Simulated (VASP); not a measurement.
Crystal: PtSe2.

```
CELL_PARAMETERS angstrom
3.61120 0.00000 0.00000
-1.80560 3.22911 0.00000
0.00000 0.00000 5.27716
ATOMIC_POSITIONS crystal
Pt 0.00000 0.00000 0.00000
Se 0.33037 0.66075 0.25145
Se 0.66963 0.33925 0.74855
```

This cell differs from its parent crystal: uniaxial x strain -3.1%.

Base run:

| Item | Value |
| --- | --- |
| Program | VASP 6.6.1 |
| Functional | r2SCAN |
| Potentials or basis | VASP PAW PBE potentials, release 64 (Pt, Se) |
| Cutoff | 520 eV |
| k mesh | 12 × 12 × 6 |
| Occupations | fermi-dirac, width 0.02 eV |
| Spin | no spin polarisation |

Its results: band gap on the k mesh zero (band 11 reaches 6.38 eV, above the bottom of band 12 at 6.22 eV); pressure 4.5 GPa; largest force 0.024 eV/Å.

**Question.** The run is repeated on the same cell with these changes: functional from r2SCAN to PBE. What comes out?

**Answer.** Band gap on the k mesh zero (band 11 reaches 6.62 eV, above the bottom of band 12 at 6.33 eV); pressure 6.8 GPa; largest force 0.207 eV/Å.

Caveats: spin-orbit coupling is left out, which moves the levels of the heavy elements; the PAW data sets were made with another functional, which shifts forces and pressure a little (some runs).
